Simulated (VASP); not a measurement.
Input of a VASP 6.6.1 run:

The input INCAR:

```
ALGO = Normal
EDIFF = 1E-7
EDIFFG = -0.01
ENCUT = 600
GGA = PS
IBRION = 2
ISIF = 3
ISMEAR = 0
LASPH = True
LCHARG = False
LREAL = False
LWAVE = False
NELM = 60
NSW = 80
PREC = Accurate
SIGMA = 0.02
```

File KPOINTS:

```
k-points
0
Gamma
  6 6 4
```

File POSCAR:

```
SiO2
1.0
    5.0605222284      0.0000000000      0.0000000000
   -2.5302611142      4.3825408062      0.0000000000
    0.0000000000      0.0000000000      5.5413533100
Si O
3 6
Direct
    0.0000000000      0.5000000000      0.3333333333
    0.5000000000      0.5000000000      0.6666666667
    0.5000000000      0.0000000000      0.0000000000
    0.5827892600      0.7913946300      0.8333333333
    0.7913946300      0.5827892600      0.5000000000
    0.7913946300      0.2086053700      0.1666666667
    0.4172107400      0.2086053700      0.8333333333
    0.2086053700      0.4172107400      0.5000000000
    0.2086053700      0.7913946300      0.1666666667
```

Potentials or basis: VASP PAW PBE potentials, release 64 (Si, O).

Command:

```bash
$ cat potpaw_PBE.64/Si/POTCAR potpaw_PBE.64/O/POTCAR > POTCAR
$ mpirun -np 1 vasp_std > vasp.out
```

(1) Estimate the relaxed cell.

(2) What does it give for the space group after relaxing (to 0.1 Å)?

(3) Predict the relaxed volume.

(4) What does it give for the band gap on the k mesh?

Answers

(1) a = 5.083 Å, b = 5.083 Å, c = 5.563 Å, α = 90.00°, β = 90.00°, γ = 120.00°.

(2) P6_422 (No. 181).

(3) 13.83 Å³/atom.

(4) 5.54 eV (least direct gap 5.73 eV).

Caveat: the PAW data sets were made with another functional, which shifts forces and pressure a little.
